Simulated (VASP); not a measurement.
Crystal: GaSb.

```
Ga Sb
1.0
     0.00000    3.05900    3.05900
     3.05900    0.00000    3.05900
     3.05900    3.05900    0.00000
Ga Sb
1 1
Direct
  0.00000 0.00000 0.00000
  0.25000 0.25000 0.25000
```

Base run:

```yaml
Program: VASP 6.6.1
Functional: PBE
Potentials_or_basis: VASP PAW PBE potentials, release 64 (Ga_d, Sb)
Cutoff: 500 eV
k_mesh: 5 × 5 × 5
Occupations: gaussian, width 0.01 eV
Spin: no spin polarisation
```

Its results: band gap on the k mesh 0.03 eV, direct; pressure 2.4 GPa.

Question: The run is repeated on the same cell with these changes: k mesh from 5 × 5 × 5 to 3 × 3 × 3. What comes out?

Answer: Band gap on the k mesh 0.02 eV, direct; pressure 3.4 GPa.

Caveats: some runs use coarse meshes; spin-orbit coupling is left out, which moves the levels of the heavy elements.

A k mesh can miss the band edges.
